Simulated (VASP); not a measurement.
Wanted: the native input for a VASP 6.6.1 run.

```
Task                   : relaxation of cell and atoms
Functional             : PBE
Potentials or basis    : VASP PAW PBE potentials, release 64 (Al, O)
Cutoff                 : 600 eV
k mesh                 : 4 × 4 × 4
Occupations            : gaussian, width 0.1 eV
Spin                   : no spin polarisation
Dipole correction      : no
Further INCAR settings : ALGO = Normal; EDIFF = 1e-07; IBRION = 2; EDIFFG = -0.04; NSW = 90; ISIF = 3
```

The structure of AlO2 lies in POSCAR:

```
AlO2
1.0
    4.2572407500      0.0000000000      0.0000000000
    0.0000000000      4.2572407500      0.0000000000
    0.0000000000      0.0000000000      3.9501180200
Al O
2 4
Direct
    0.0000000000      0.0000000000      0.5000000000
    0.5000000000      0.5000000000      0.0000000000
    0.5987829600      0.0987829600      0.2500000000
    0.4012170400      0.9012170400      0.2500000000
    0.0987829600      0.4012170400      0.7500000000
    0.9012170400      0.5987829600      0.7500000000
```

The input as run:

INCAR

```
  PREC = Accurate
  ENCUT = 600
  EDIFF = 1E-7
  ISMEAR = 0
  SIGMA = 0.1
  LREAL = F
  LASPH = T
  NELM = 60
  ALGO = Normal
  ISIF = 3
  LWAVE = F
  LCHARG = F
  GGA = PE
  IBRION = 2
  NSW = 90
  EDIFFG = -0.04
```

KPOINTS

```
Automatic mesh
0
Gamma
  4 4 4
```

Potentials or basis: VASP PAW PBE potentials, release 64 (Al, O).

The run is started by

```bash
$ cat potpaw_PBE.64/Al/POTCAR potpaw_PBE.64/O/POTCAR > POTCAR
$ mpirun -np 1 vasp_std > vasp.out
```

Results of the run:

| Quantity | Value |
| --- | --- |
| Relaxed volume | 10.96 Å³/atom |
| Relaxed cell | a = 4.292 Å, b = 4.292 Å, c = 3.569 Å, α = 90.00°, β = 90.00°, γ = 90.00° |
| Space group after relaxing (to 0.05 Å) | P-4n2 (No. 118) |
| Energy gained by relaxing | 1834.0 meV/atom |
| Ionic steps | 13 |
| Pressure after relaxing | 0.3 GPa |
| Largest force after relaxing | 0.033 eV/Å |
| Band gap on the k mesh | zero (band 15 reaches 2.70 eV, above the bottom of band 16 at 2.03 eV) |

Caveat: the k points lie up to 0.44 Å⁻¹ apart in the final cell; the standard files for N, O and F lose accuracy on very short bonds.

Wall time 4.5 min on 1 thread of AMD EPYC 7R13 Processor (Zen 3), on a shared host, peak memory 0.17 GiB.
